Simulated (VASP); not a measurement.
Crystal: AlAs.

```
CELL_PARAMETERS angstrom
0.00000 2.83040 2.83040
2.83040 0.00000 2.83040
2.83040 2.83040 0.00000
ATOMIC_POSITIONS crystal
Al 0.00000 0.00000 0.00000
As 0.25000 0.25000 0.25000
```

```yaml
Program: VASP 6.6.1
Task: relaxation of cell and atoms
Functional: PBE
Potentials_or_basis: VASP PAW PBE potentials, release 64 (Al, As)
Cutoff: 500 eV
k_mesh: 8 × 8 × 8
Occupations: gaussian, width 0.02 eV
Spin: no spin polarisation
```

At the start: pressure 2.8 GPa; volume 22.67 Å³/atom.

Problem. Where does the relaxation end?

Solution. Over 3 steps the energy falls by 7.3 meV/atom and the volume is 23.55 Å³/atom (+3.9 %); space group F-43m (No. 216, to 0.1 Å) before and after.

Step by step:
| step | energy change (eV) | largest force (eV/Å) | pressure (GPa) | volume (Å³) |
| --- | --- | --- | --- | --- |
| 1 | 0.0000 | 0.0000 | 2.77 | 45.35 |
| 2 | -0.0113 | 0.0000 | -1.18 | 47.97 |
| 3 | -0.0146 | 0.0000 | 0.01 | 47.10 |

Final structure:
```cif
data_structure
_symmetry_space_group_name_H-M 'P 1'
_symmetry_Int_Tables_number 1
_cell_length_a 4.0535
_cell_length_b 4.0535
_cell_length_c 4.0535
_cell_angle_alpha 60.000
_cell_angle_beta 60.000
_cell_angle_gamma 60.000
_cell_volume 47.10
loop_
_atom_site_label
_atom_site_type_symbol
_atom_site_fract_x
_atom_site_fract_y
_atom_site_fract_z
_atom_site_occupancy
Al1 Al 0.00000 0.00000 0.00000 1
As1 As 0.25000 0.25000 0.25000 1
```
